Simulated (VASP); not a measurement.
# Ga (Fd-3m) in VASP: a series of runs

Runs on Ga. Level: PBE. Tasks: single point, relaxation of cell and atoms.

Program: VASP 6.6.1. These are calculated values, not measurements. Logs are shortened: lines on timing, memory, paths and dates and some standing lists are left out, and cuts for length are marked.

### 1 The cell of the first run

Symmetry: Fd-3m, No. 227, cubic system. Conventional cell: a = 5.605 Å, b = 5.605 Å, c = 5.605 Å, α = 90.00°, β = 90.00°, γ = 90.00°. Within 3.2 Å of Ga (site symmetry -43m) lie 4 Ga at 2.43 Å.

This isn't the form of Ga at room conditions, which is orthorhombic.

### 2 Single point, PBE

Contents of INCAR:

```
SYSTEM = Ga
  ALGO = Normal
  EDIFF = 1E-6
  ENCUT = 520
  GGA = PE
  ISIF = 2
  ISMEAR = -1
  LASPH = .True.
  LCHARG = .False.
  LREAL = .False.
  LWAVE = .False.
  NBANDS = 20
  NELM = 100
  PREC = Accurate
  SIGMA = 0.05
```

Contents of KPOINTS:

```
k-points
0
Gamma
  12 12 12
  0 0 0
```

Contents of POSCAR:

```
Ga
1.0
    0.0000000000      2.8027397702      2.8027397702
    2.8027397702      0.0000000000      2.8027397702
    2.8027397702      2.8027397702      0.0000000000
Ga
2
Direct
   -0.1250000000     -0.1250000000     -0.1250000000
    0.1250000000      0.1250000000      0.1250000000
```

Potentials or basis: VASP PAW PBE potentials, release 64 (Ga_d).

Run with:

```bash
$ cat potpaw_PBE.64/Ga_d/POTCAR > POTCAR
$ mpirun -np 1 vasp_std > vasp.out
```

OUTCAR:

```text
SYSTEM = Ga
   EDIFF = 1E-6
   ENCUT = 520
   GGA = PE
   ISIF = 2
   ISMEAR = -1
   LASPH = .True.
   LREAL = .False.
   NELM = 100
   PREC = Accurate

 ion  position               nearest neighbor table
   1  0.875  0.875  0.875-   2 2.43   2 2.43   2 2.43   2 2.43
   2  0.125  0.125  0.125-   1 2.43   1 2.43   1 2.43   1 2.43

  LATTYP: Found a face centered cubic cell.
 ALAT       =     5.6054795404

  Lattice vectors:

 A1 = (   0.0000000000,   2.8027397702,   2.8027397702)
 A2 = (   2.8027397702,   0.0000000000,   2.8027397702)
 A3 = (   2.8027397702,   2.8027397702,   0.0000000000)

Analysis of symmetry for initial positions (statically):
=====================================================================
 Subroutine PRICEL returns:
 Original cell was already a primitive cell.

 Routine SETGRP: Setting up the symmetry group for a
 face centered cubic supercell.

 Subroutine GETGRP returns: Found 48 space group operations
 (whereof 12 operations were pure point group operations)
 out of a pool of 48 trial point group operations.

The static configuration has the point symmetry D_3d.
 The point group associated with its full space group is O_h .

Analysis of symmetry for dynamics (positions and initial velocities):
=====================================================================
 Subroutine PRICEL returns:
 Original cell was already a primitive cell.

 Routine SETGRP: Setting up the symmetry group for a
 face centered cubic supercell.

 Subroutine GETGRP returns: Found 48 space group operations
 (whereof 12 operations were pure point group operations)
 out of a pool of 48 trial point group operations.

The dynamic configuration has the point symmetry D_3d.
 The point group associated with its full space group is O_h .

 Subroutine INISYM returns: Found 48 space group operations
 (whereof 12 operations are pure point group operations),
 and found     1 'primitive' translations

----------------------------------------------------------------------------------------

                                     Primitive cell

  volume of cell :      44.0330

  direct lattice vectors                    reciprocal lattice vectors
     0.000000000  2.802739770  2.802739770    -0.178396869  0.178396869  0.178396869
     2.802739770  0.000000000  2.802739770     0.178396869 -0.178396869  0.178396869
     2.802739770  2.802739770  0.000000000     0.178396869  0.178396869 -0.178396869

  length of vectors
     3.963672595  3.963672595  3.963672595     0.308992441  0.308992441  0.308992441

  position of ions in fractional coordinates (direct lattice)
     0.875000000  0.875000000  0.875000000
     0.125000000  0.125000000  0.125000000

  ion indices of the primitive-cell ions
   primitive index   ion index
                 1           1
                 2           2

----------------------------------------------------------------------------------------

 KPOINTS: k-points

Automatic generation of k-mesh.
 Grid dimensions read from file:
 generate k-points for:   12   12   12

 Generating k-lattice:

  Cartesian coordinates                     Fractional coordinates (reciprocal lattice)
    -0.014866406  0.014866406  0.014866406     0.083333333  0.000000000  0.000000000
     0.014866406 -0.014866406  0.014866406     0.000000000  0.083333333  0.000000000
     0.014866406  0.014866406 -0.014866406     0.000000000  0.000000000  0.083333333

  Length of vectors
     0.025749370  0.025749370  0.025749370

  Shift w.r.t. Gamma in fractional coordinates (k-lattice)
     0.000000000  0.000000000  0.000000000

 Subroutine IBZKPT returns following result:
 ===========================================

 Found     72 irreducible k-points:

 Following reciprocal coordinates:
            Coordinates               Weight
  0.000000  0.000000  0.000000      1.000000
  0.083333  0.000000  0.000000      8.000000
  0.166667  0.000000  0.000000      8.000000
  0.250000  0.000000  0.000000      8.000000
  0.333333  0.000000  0.000000      8.000000
  0.416667  0.000000  0.000000      8.000000
[... 16 lines left out ...]
  0.500000  0.166667  0.000000     24.000000
 -0.416667  0.166667  0.000000     24.000000
 [... further k-points ...]
   k-points           NKPTS =     72   k-points in BZ     NKDIM =     72   number of bands    NBANDS=     20
   number of dos      NEDOS =    301   number of ions     NIONS =      2
   total plane-waves  NPLWV =  27000
   dimension x,y,z NGX =    30 NGY =   30 NGZ =   30
   dimension x,y,z NGXF=    60 NGYF=   60 NGZF=   60
   ions per type =               2
   NGX,Y,Z   is equivalent  to a cutoff of  12.58, 12.58, 12.58 a.u.
   NGXF,Y,Z  is equivalent  to a cutoff of  25.17, 25.17, 25.17 a.u.
 SYSTEM =  Ga
   PREC   = accura    normal or accurate (medium, high low for compatibility)
   ISTART =      0    job   : 0-new  1-cont  2-samecut
   ICHARG =      2    charge: 1-file 2-atom 10-const
   ISPIN  =      1    spin polarized calculation?
   LNONCOLLINEAR =      F non collinear calculations
   LSORBIT =      F    spin-orbit coupling
   LASPH  =      T    aspherical Exc in radial PAW
   ENCUT  =  520.0 eV  38.22 Ry    6.18 a.u.   7.37  7.37  7.37*2*pi/ulx,y,z
   NELM   =    100;   NELMIN=  2; NELMDL= -5     # of ELM steps
   EDIFF  = 0.1E-05   stopping-criterion for ELM
   LREAL  =      F    real-space projection
   EDIFFG = 0.1E-04   stopping-criterion for IOM
   NSW    =      0    number of steps for IOM
   IBRION =     -1    ionic relax: 0-MD 1-quasi-New 2-CG
   NFREE  =      0    steps in history (QN), initial steepest desc. (CG)
   ISIF   =      2    stress and relaxation
   ISYM   =      2    0-nonsym 1-usesym 2-fastsym
   POTIM  = 0.5000    time-step for ionic-motion
   TEBEG  =    0.0;   TEEND  =   0.0 temperature during run
   PSTRESS=    0.0 pullay stress
   NELECT =      26.0000    total number of electrons
   NUPDOWN=      -1.0000    fix difference up-down
   EMIN   =  10.00;   EMAX   =-10.00  energy-range for DOS
   EFERMI =   0.00;   METHOD = LEGACY
   ISMEAR =    -1;   SIGMA  =   0.05  broadening in eV -4-tet -1-fermi 0-gaus
   EFERMI_NEDOS =   21; number of points for ismear=-14 and -15
   IALGO  =     38    algorithm
   IMIX   =      4    mixing-type and parameters
     AMIX     =   0.40;   BMIX     =  1.00
     AMIX_MAG =   1.60;   BMIX_MAG =  1.00
  volume/ion in A,a.u.               =      22.02       148.57
  Fermi-wavevector in a.u.,A,eV,Ry     =   1.373430  2.595406 25.664802  1.886310
  Thomas-Fermi vector in A             =   2.498948
   LORBIT       =      0    0 simple, 1 ext, 2 COOP (PROOUT), +10 PAW based schemes
   GGA     = PE    functional components
   LHFCALC =     F    Hartree Fock is set to
   AEXX    =    0.0000 exact exchange contribution
   IVDW    =     0    specifies the selected vdW correction
   LEPSILON=     F    determine dielectric tensor
   LRPA    =     F    only Hartree local field effects (RPA)
 non-spin polarized calculation
  energy-cutoff  :      520.00
  volume of cell :       44.03
 maximum number of plane-waves:      1243
 NGX is ok and might be reduce to    30
   NGX = 15   NGY = 15   NGZ = 15

 number of electron      25.9999995 magnetization

 Free energy of the ion-electron system (eV)
  ---------------------------------------------------
  ext. energy  EPLUGINS =         0.00000000
  ---------------------------------------------------
  free energy    TOTEN  =        -5.11848227 eV

  energy without entropy =       -5.10777948  energy(sigma->0) =       -5.11313088

 E-fermi :   3.5242     XC(G=0):  -9.9506

 val. band max:        3.5106305240   @ k =  -0.4167   0.3333   0.0000
 cond. band min:       3.5765665035   @ k =   0.3333   0.2500   0.0000
 fundamental gap:      0.0659359794
 Fermi energy:         3.5242301997

 k-point     1 :       0.0000    0.0000    0.0000
  band No.  band energies     occupation
      1     -11.3414      2.00000
      2     -11.3414      2.00000
      3     -11.3414      2.00000
      4     -11.2907      2.00000
      5     -11.2907      2.00000
      6     -10.8782      2.00000
[... 12 lines left out ...]
     19      11.9008      0.00000
     20      15.4189      0.00000

 k-point     2 :       0.0833    0.0000    0.0000
  band No.  band energies     occupation
      1     -11.3524      2.00000
      2     -11.3524      2.00000
      3     -11.3397      2.00000
      4     -11.2756      2.00000
      5     -11.2756      2.00000
      6     -10.8835      2.00000
[... 12 lines left out ...]
     19      12.4615      0.00000
     20      14.4898      0.00000

 k-point     3 :       0.1667    0.0000    0.0000
  band No.  band energies     occupation
      1     -11.3680      2.00000
      2     -11.3680      2.00000
      3     -11.3351      2.00000
      4     -11.2496      2.00000
      5     -11.2496      2.00000
      6     -10.8946      2.00000
[... 12 lines left out ...]
     19      13.3946      0.00000
     20      13.8462      0.00000

 k-point     4 :       0.2500    0.0000    0.0000
  band No.  band energies     occupation
      1     -11.3778      2.00000
      2     -11.3778      2.00000
      3     -11.3288      2.00000
      4     -11.2277      2.00000
      5     -11.2277      2.00000
      6     -10.9083      2.00000
[... 12 lines left out ...]
     19      13.2450      0.00000
     20      13.9088      0.00000

 k-point     5 :       0.3333    0.0000    0.0000
  band No.  band energies     occupation
      1     -11.3812      2.00000
      2     -11.3812      2.00000
      3     -11.3226      2.00000
      4     -11.2154      2.00000
      5     -11.2154      2.00000
      6     -10.9239      2.00000
[... 12 lines left out ...]
     19      14.2968      0.00000
     20      14.7425      0.00000

 k-point     6 :       0.4167    0.0000    0.0000
  band No.  band energies     occupation
      1     -11.3808      2.00000
      2     -11.3808      2.00000
      3     -11.3181      2.00000
      4     -11.2117      2.00000
      5     -11.2117      2.00000
      6     -10.9356      2.00000
[... 12 lines left out ...]
     19      15.8548      0.00000
     20      16.0765      0.00000

 k-point     7 :       0.5000    0.0000    0.0000
  band No.  band energies     occupation
      1     -11.3801      2.00000
      2     -11.3801      2.00000
      3     -11.3164      2.00000
      4     -11.2113      2.00000
      5     -11.2113      2.00000
      6     -10.9399      2.00000
[... 12 lines left out ...]
     19      16.9233      0.00000
     20      17.2548      0.00000
[... 277 lines left out ...]
 k-point    20 :       0.2500    0.1667    0.0000
  band No.  band energies     occupation
      1     -11.3894      2.00000
      2     -11.3627      2.00000
      3     -11.3509      2.00000
      4     -11.2338      2.00000
      5     -11.1758      2.00000
      6     -11.0121      2.00000
[... 12 lines left out ...]
     19      13.8054      0.00000
     20      15.0933      0.00000

 k-point    21 :       0.3333    0.1667    0.0000
  band No.  band energies     occupation
      1     -11.4031      2.00000
      2     -11.3708      2.00000
      3     -11.3344      2.00000
      4     -11.2120      2.00000
      5     -11.1543      2.00000
      6     -11.0316      2.00000
[... 12 lines left out ...]
     19      15.0785      0.00000
     20      15.4948      0.00000

 k-point    22 :       0.4167    0.1667    0.0000
  band No.  band energies     occupation
      1     -11.4133      2.00000
      2     -11.3782      2.00000
      3     -11.3131      2.00000
      4     -11.1929      2.00000
      5     -11.1493      2.00000
      6     -11.0318      2.00000
[... 12 lines left out ...]
     19      14.8651      0.00000
     20      16.9948      0.00000

 k-point    23 :       0.5000    0.1667    0.0000
  band No.  band energies     occupation
      1     -11.4182      2.00000
      2     -11.3860      2.00000
      3     -11.2926      2.00000
      4     -11.1759      2.00000
      5     -11.1608      2.00000
      6     -11.0162      2.00000
[... 12 lines left out ...]
     19      14.7467      0.00000
     20      17.2455      0.00000

 k-point    24 :      -0.4167    0.1667    0.0000
  band No.  band energies     occupation
      1     -11.4167      2.00000
      2     -11.3942      2.00000
      3     -11.2786      2.00000
      4     -11.1826      2.00000
      5     -11.1615      2.00000
      6     -10.9938      2.00000
[... 12 lines left out ...]
     19      14.8201      0.00000
     20      15.5996      0.00000

 [... further k-points ...]
[... 5 lines left out ...]
  --------------------------------------------------------------------------------------
  -------------------------------------------------------------------------------------
  Total        2.0910924      2.0910924      2.0910924     -0.0000000      0.0000000      0.0000000
  in kB       76.0861267     76.0861267     76.0861267     -0.0000000      0.0000000      0.0000000
  external PRESSURE =      76.0861267 kB  Pullay stress =       0.0000000 kB

 VOLUME and BASIS-vectors are now :
 -----------------------------------------------------------------------------
  energy-cutoff  :      520.00
  volume of cell :       44.03
      direct lattice vectors                 reciprocal lattice vectors
     0.000000000  2.802739770  2.802739770    -0.178396869  0.178396869  0.178396869
     2.802739770  0.000000000  2.802739770     0.178396869 -0.178396869  0.178396869
     2.802739770  2.802739770  0.000000000     0.178396869  0.178396869 -0.178396869

 POSITION                                       TOTAL-FORCE (eV/Angst)
 -----------------------------------------------------------------------------------
      4.90479      4.90479      4.90479        -0.000000     -0.000000     -0.000000
      0.70068      0.70068      0.70068         0.000000      0.000000      0.000000
 -----------------------------------------------------------------------------------
    total drift:                               -0.000000      0.000000      0.000000

  FREE ENERGIE OF THE ION-ELECTRON SYSTEM (eV)
  ---------------------------------------------------
  free  energy   TOTEN  =        -5.1184822719 eV

  energy  without entropy=       -5.1077794820  energy(sigma->0) =       -5.11313088
```

It took 69 s on 1 thread of Intel Xeon 8259CL, shared host; peak memory 0.2 GiB.

Results:

* Free energy: -5.1185 eV
* Pressure: 7.6 GPa
* Band gap on the k mesh: zero (bands 13 and 14 overlap by 4.90 eV)

Levels at points of the mesh, in eV from the Fermi level:
```
           k point  band 9  band 10  band 11  band 12  band 13  band 14  band 15  band 16  band 17  band 18
(0.00, 0.00, 0.00)  -14.32   -14.32   -10.05     3.19     3.19     3.19     4.96     5.23     5.23     5.23
(0.50, 0.00, 0.00)  -14.30   -14.30    -7.52    -5.00     1.49     1.49     3.74     6.19     6.19     8.53
(0.50, 0.50, 0.00)  -14.27   -14.27    -5.69    -5.69    -0.57    -0.57     3.00     3.00    13.21    13.21
```

Caveat: the cell stands under pressure.

(Part 1 of 2 ends here.)
